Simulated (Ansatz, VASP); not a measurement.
## Pt: VASP beside Ansatz

```xyz
1
Lattice="0.0000 1.9851 1.9851 1.9851 0.0000 1.9851 1.9851 1.9851 0.0000" Properties=species:S:1:pos:R:3 pbc="T T T"
Pt    0.0000    0.0000    0.0000
```

Alike in both runs: task relaxation of cell and atoms; functional LDA; k mesh 18 × 18 × 18; occupations gaussian, width 0.1 eV; no spin polarisation.

|  | VASP | Ansatz |
| --- | --- | --- |
| version | VASP 6.6.1 | Ansatz 0.2.0 |
| potentials or method | VASP PAW LDA potentials, release 64 (Pt_sv_GW), cutoff 500 eV | scalar-relativistic, plane waves, PAW |
| valence electrons in the cell | 18 | 18 |

```tsv
	VASP	Ansatz	Ansatz less VASP
gap on the k mesh at the Fermi level, each at its own relaxed structure (eV)	none	none	-
relaxed volume (Å³/atom)	14.67	14.76	+0.088
relaxed cell length with the largest relative difference (Å)	2.748	2.753	+0.0055
```

LDA's correlation is that of Perdew and Zunger in VASP and of Perdew and Wang (1992) in Ansatz. A gap of «none» marks a metal or a gap that the smearing closes.

Spin-orbit coupling is off throughout.
